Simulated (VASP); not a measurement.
# W (Pbcm) in VASP: single point with PBEsol

Aim: the single point of W with PBEsol.

All numbers are computed with VASP 6.6.1; they aren't measurements. Logs are shortened: lines on timing, memory, paths and dates and some standing lists are left out, and cuts for length are marked.

## (1) The cell of the first run

It takes space group Pbcm (No. 57, orthorhombic). Conventional cell: a = 2.810 Å, b = 4.864 Å, c = 4.924 Å, α = 90.00°, β = 90.00°, γ = 90.00°. W (site symmetry m) has 12 W at 2.70 to 3.06 Å within 3.6 Å.

## (2) Single point, PBEsol

The input, INCAR:

```
SYSTEM = W
  PREC = Accurate
  ENCUT = 520
  EDIFF = 1E-6
  ISMEAR = 1
  SIGMA = 0.1
  LREAL = .FALSE.
  LASPH = .TRUE.
  NELM = 80
  ALGO = Normal
  ISIF = 2
  LWAVE = .FALSE.
  LCHARG = .FALSE.
  GGA = PS
  NBANDS = 36
```

The input, KPOINTS:

```
regular mesh
0
G
  8 5 5
  0 0 0
```

The input, POSCAR:

```
W
1.0
    2.8096620000      0.0000000000      0.0000000000
    0.0000000000      4.8638700000      0.0000000000
    0.0000000000      0.0000000000      4.9236950000
W
4
Direct
    0.7931720000      0.5631570000      0.2500000000
    0.2068280000      0.0631570000      0.2500000000
    0.2068280000      0.4368430000      0.7500000000
    0.7931720000      0.9368430000      0.7500000000
```

Potentials or basis: VASP PAW PBE potentials, release 64 (W_sv).

Run with:

```bash
$ cat potpaw_PBE.64/W_sv/POTCAR > POTCAR
$ mpirun -np 1 vasp_std > vasp.out
```

OUTCAR:

```text
SYSTEM = W
   PREC = Accurate
   ENCUT = 520
   EDIFF = 1E-6
   ISMEAR = 1
   LREAL = .FALSE.
   LASPH = .TRUE.
   NELM = 80
   ISIF = 2
   GGA = PS

 ion  position               nearest neighbor table
   1  0.793  0.563  0.250-   2 2.70   2 2.70   3 2.79   3 2.79   2 2.94   2 2.94   3 3.03   3 3.03
                             4 3.06   4 3.06
   2  0.207  0.063  0.250-   1 2.70   1 2.70   4 2.79   4 2.79   1 2.94   1 2.94   4 3.03   4 3.03
                             3 3.06   3 3.06
   3  0.207  0.437  0.750-   4 2.70   4 2.70   1 2.79   1 2.79   4 2.94   4 2.94   1 3.03   1 3.03
                             2 3.06   2 3.06
   4  0.793  0.937  0.750-   3 2.70   3 2.70   2 2.79   2 2.79   3 2.94   3 2.94   2 3.03   2 3.03
                             1 3.06   1 3.06

  LATTYP: Found a simple orthorhombic cell.
 ALAT       =     2.8096620000
 B/A-ratio  =     1.7311228183
 C/A-ratio  =     1.7524154151

  Lattice vectors:

 A1 = (   2.8096620000,   0.0000000000,   0.0000000000)
 A2 = (   0.0000000000,   4.8638700000,   0.0000000000)
 A3 = (   0.0000000000,   0.0000000000,   4.9236950000)

Analysis of symmetry for initial positions (statically):
=====================================================================
 Subroutine PRICEL returns:
 Original cell was already a primitive cell.

 Routine SETGRP: Setting up the symmetry group for a
 simple orthorhombic supercell.

 Subroutine GETGRP returns: Found  8 space group operations
 (whereof  2 operations were pure point group operations)
 out of a pool of  8 trial point group operations.

The static configuration has the point symmetry S_2 .
 The point group associated with its full space group is D_2h.

Analysis of symmetry for dynamics (positions and initial velocities):
=====================================================================
 Subroutine PRICEL returns:
 Original cell was already a primitive cell.

 Routine SETGRP: Setting up the symmetry group for a
 simple orthorhombic supercell.

 Subroutine GETGRP returns: Found  8 space group operations
 (whereof  2 operations were pure point group operations)
 out of a pool of  8 trial point group operations.

The dynamic configuration has the point symmetry S_2 .
 The point group associated with its full space group is D_2h.

 Subroutine INISYM returns: Found  8 space group operations
 (whereof  2 operations are pure point group operations),
 and found     1 'primitive' translations

----------------------------------------------------------------------------------------

                                     Primitive cell

  volume of cell :      67.2864

  direct lattice vectors                    reciprocal lattice vectors
     2.809662000  0.000000000  0.000000000     0.355914697  0.000000000  0.000000000
     0.000000000  4.863870000  0.000000000     0.000000000  0.205597600  0.000000000
     0.000000000  0.000000000  4.923695000     0.000000000  0.000000000  0.203099501

  length of vectors
     2.809662000  4.863870000  4.923695000     0.355914697  0.205597600  0.203099501

  position of ions in fractional coordinates (direct lattice)
     0.793172000  0.563157000  0.250000000
     0.206828000  0.063157000  0.250000000
     0.206828000  0.436843000  0.750000000
     0.793172000  0.936843000  0.750000000

  ion indices of the primitive-cell ions
   primitive index   ion index
                 1           1
                 2           2
                 3           3
                 4           4

----------------------------------------------------------------------------------------

 KPOINTS: regular mesh

Automatic generation of k-mesh.
 Grid dimensions read from file:
 generate k-points for:    8    5    5

 Generating k-lattice:

  Cartesian coordinates                     Fractional coordinates (reciprocal lattice)
     0.044489337  0.000000000  0.000000000     0.125000000  0.000000000  0.000000000
     0.000000000  0.041119520  0.000000000     0.000000000  0.200000000  0.000000000
     0.000000000  0.000000000  0.040619900     0.000000000  0.000000000  0.200000000

  Length of vectors
     0.044489337  0.041119520  0.040619900

  Shift w.r.t. Gamma in fractional coordinates (k-lattice)
     0.000000000  0.000000000  0.000000000

 Subroutine IBZKPT returns following result:
 ===========================================

 Found     45 irreducible k-points:

 Following reciprocal coordinates:
            Coordinates               Weight
  0.000000  0.000000  0.000000      1.000000
  0.125000  0.000000  0.000000      2.000000
  0.250000  0.000000  0.000000      2.000000
  0.375000  0.000000  0.000000      2.000000
  0.500000  0.000000  0.000000      1.000000
  0.000000  0.200000  0.000000      2.000000
[... 16 lines left out ...]
  0.250000  0.200000  0.200000      8.000000
  0.375000  0.200000  0.200000      8.000000
 [... further k-points ...]
   k-points           NKPTS =     45   k-points in BZ     NKDIM =     45   number of bands    NBANDS=     36
   number of dos      NEDOS =    301   number of ions     NIONS =      4
   total plane-waves  NPLWV =  34560
   dimension x,y,z NGX =    24 NGY =   36 NGZ =   40
   dimension x,y,z NGXF=    48 NGYF=   72 NGZF=   80
   ions per type =               4
   NGX,Y,Z   is equivalent  to a cutoff of  14.20, 12.30, 13.51 a.u.
   NGXF,Y,Z  is equivalent  to a cutoff of  28.40, 24.61, 27.01 a.u.
 SYSTEM =  W
   PREC   = accura    normal or accurate (medium, high low for compatibility)
   ISTART =      0    job   : 0-new  1-cont  2-samecut
   ICHARG =      2    charge: 1-file 2-atom 10-const
   ISPIN  =      1    spin polarized calculation?
   LNONCOLLINEAR =      F non collinear calculations
   LSORBIT =      F    spin-orbit coupling
   LASPH  =      T    aspherical Exc in radial PAW
   ENCUT  =  520.0 eV  38.22 Ry    6.18 a.u.   5.22  9.04  9.15*2*pi/ulx,y,z
   NELM   =     80;   NELMIN=  2; NELMDL= -5     # of ELM steps
   EDIFF  = 0.1E-05   stopping-criterion for ELM
   LREAL  =      F    real-space projection
   EDIFFG = 0.1E-04   stopping-criterion for IOM
   NSW    =      0    number of steps for IOM
   IBRION =     -1    ionic relax: 0-MD 1-quasi-New 2-CG
   NFREE  =      0    steps in history (QN), initial steepest desc. (CG)
   ISIF   =      2    stress and relaxation
   ISYM   =      2    0-nonsym 1-usesym 2-fastsym
   POTIM  = 0.5000    time-step for ionic-motion
   TEBEG  =    0.0;   TEEND  =   0.0 temperature during run
   PSTRESS=    0.0 pullay stress
   NELECT =      56.0000    total number of electrons
   NUPDOWN=      -1.0000    fix difference up-down
   EMIN   =  10.00;   EMAX   =-10.00  energy-range for DOS
   EFERMI =   0.00;   METHOD = LEGACY
   ISMEAR =     1;   SIGMA  =   0.10  broadening in eV -4-tet -1-fermi 0-gaus
   EFERMI_NEDOS =   21; number of points for ismear=-14 and -15
   IALGO  =     38    algorithm
   IMIX   =      4    mixing-type and parameters
     AMIX     =   0.40;   BMIX     =  1.00
     AMIX_MAG =   1.60;   BMIX_MAG =  1.00
  volume/ion in A,a.u.               =      16.82       113.52
  Fermi-wavevector in a.u.,A,eV,Ry     =   1.539909  2.910006 32.263772  2.371320
  Thomas-Fermi vector in A             =   2.646071
   LORBIT       =      0    0 simple, 1 ext, 2 COOP (PROOUT), +10 PAW based schemes
   GGA     = PS    functional components
   LHFCALC =     F    Hartree Fock is set to
   AEXX    =    0.0000 exact exchange contribution
   IVDW    =     0    specifies the selected vdW correction
   LEPSILON=     F    determine dielectric tensor
   LRPA    =     F    only Hartree local field effects (RPA)
 non-spin polarized calculation
 Methfessel and Paxton  Order N= 1 SIGMA  =   0.10
  energy-cutoff  :      520.00
  volume of cell :       67.29
 maximum number of plane-waves:      1832
 NGX is ok and might be reduce to    24
   NGX = 11   NGY = 19   NGZ = 19

 number of electron      56.0000011 magnetization

 Free energy of the ion-electron system (eV)
  ---------------------------------------------------
  ext. energy  EPLUGINS =         0.00000000
  ---------------------------------------------------
  free energy    TOTEN  =       -53.07164817 eV

  energy without entropy =      -53.06949512  energy(sigma->0) =      -53.07093048

 E-fermi :  10.1520     XC(G=0): -13.3979

 val. band max:       10.1484836078   @ k =   0.0000   0.4000   0.2000
 cond. band min:      10.1562287034   @ k =   0.0000   0.2000   0.2000
 fundamental gap:      0.0077450956
 Fermi energy:        10.1519639476

 k-point     1 :       0.0000    0.0000    0.0000
  band No.  band energies     occupation
      1     -63.6733      2.00000
      2     -63.5963      2.00000
      3     -63.5631      2.00000
      4     -63.5145      2.00000
      5     -28.4461      2.00000
      6     -28.3919      2.00000
[... 28 lines left out ...]
     35      14.2407      0.00000
     36      14.6349      0.00000

 k-point     2 :       0.1250    0.0000    0.0000
  band No.  band energies     occupation
      1     -63.6625      2.00000
      2     -63.5892      2.00000
      3     -63.5578      2.00000
      4     -63.5128      2.00000
      5     -28.4033      2.00000
      6     -28.3538      2.00000
[... 28 lines left out ...]
     35      13.5836      0.00000
     36      14.1035      0.00000

 k-point     3 :       0.2500    0.0000    0.0000
  band No.  band energies     occupation
      1     -63.6352      2.00000
      2     -63.5716      2.00000
      3     -63.5451      2.00000
      4     -63.5098      2.00000
      5     -28.2895      2.00000
      6     -28.2523      2.00000
[... 28 lines left out ...]
     35      13.2345      0.00000
     36      13.9100      0.00000
[... 742 lines left out ...]
 k-point    23 :       0.2500    0.2000    0.2000
  band No.  band energies     occupation
      1     -63.6211      2.00000
      2     -63.5714      2.00000
      3     -63.5505      2.00000
      4     -63.5190      2.00000
      5     -28.2541      2.00000
      6     -28.1912      2.00000
[... 28 lines left out ...]
     35      12.7262      0.00000
     36      14.1393      0.00000

 k-point    24 :       0.3750    0.2000    0.2000
  band No.  band energies     occupation
      1     -63.5935      2.00000
      2     -63.5537      2.00000
      3     -63.5379      2.00000
      4     -63.5162      2.00000
      5     -28.2697      2.00000
      6     -28.2138      2.00000
[... 28 lines left out ...]
     35      13.9516      0.00000
     36      14.4028      0.00000

 [... further k-points ...]
[... 5 lines left out ...]
  --------------------------------------------------------------------------------------
  -------------------------------------------------------------------------------------
  Total       -5.0144447     -3.9479907     -4.1038105      0.0000000      0.0000000      0.0000000
  in kB     -119.4005283    -94.0068554    -97.7171292      0.0000000      0.0000000      0.0000000
  external PRESSURE =    -103.7081710 kB  Pullay stress =       0.0000000 kB

 VOLUME and BASIS-vectors are now :
 -----------------------------------------------------------------------------
  energy-cutoff  :      520.00
  volume of cell :       67.29
      direct lattice vectors                 reciprocal lattice vectors
     2.809662000  0.000000000  0.000000000     0.355914697  0.000000000  0.000000000
     0.000000000  4.863870000  0.000000000     0.000000000  0.205597600  0.000000000
     0.000000000  0.000000000  4.923695000     0.000000000  0.000000000  0.203099501

 POSITION                                       TOTAL-FORCE (eV/Angst)
 -----------------------------------------------------------------------------------
      2.22855      2.73912      1.23092        -0.015721     -0.018593      0.000000
      0.58112      0.30719      1.23092         0.015721     -0.018593     -0.000000
      0.58112      2.12475      3.69277         0.015721      0.018593      0.000000
      2.22855      4.55668      3.69277        -0.015721      0.018593      0.000000
 -----------------------------------------------------------------------------------
    total drift:                                0.000000      0.000000     -0.000000

  FREE ENERGIE OF THE ION-ELECTRON SYSTEM (eV)
  ---------------------------------------------------
  free  energy   TOTEN  =       -53.0716481659 eV

  energy  without entropy=      -53.0694951226  energy(sigma->0) =      -53.07093048
```

Wall time 65 s (1 thread of AMD EPYC 9R14 (Zen 4), shared host); peak memory 0.19 GiB.

What came out:

```
Free energy            : -53.0716 eV
Pressure               : -10.4 GPa
Largest force          : 0.024 eV/Å
Band gap on the k mesh : zero (band 28 reaches 11.13 eV, above the bottom of band 29 at 9.84 eV)
```

Forces in eV/Å, atoms in the order of the input:
```
W   -0.016 -0.019  0.000
W    0.016 -0.019  0.000
W    0.016  0.019  0.000
W   -0.016  0.019  0.000
```

Stress tensor (GPa, compression positive):
```
-11.94   0.00   0.00
  0.00  -9.40   0.00
  0.00   0.00  -9.77
```

Caveat: the PAW data sets were made with another functional, which shifts forces and pressure a little; spin-orbit coupling is left out, which moves the levels of the heavy elements.
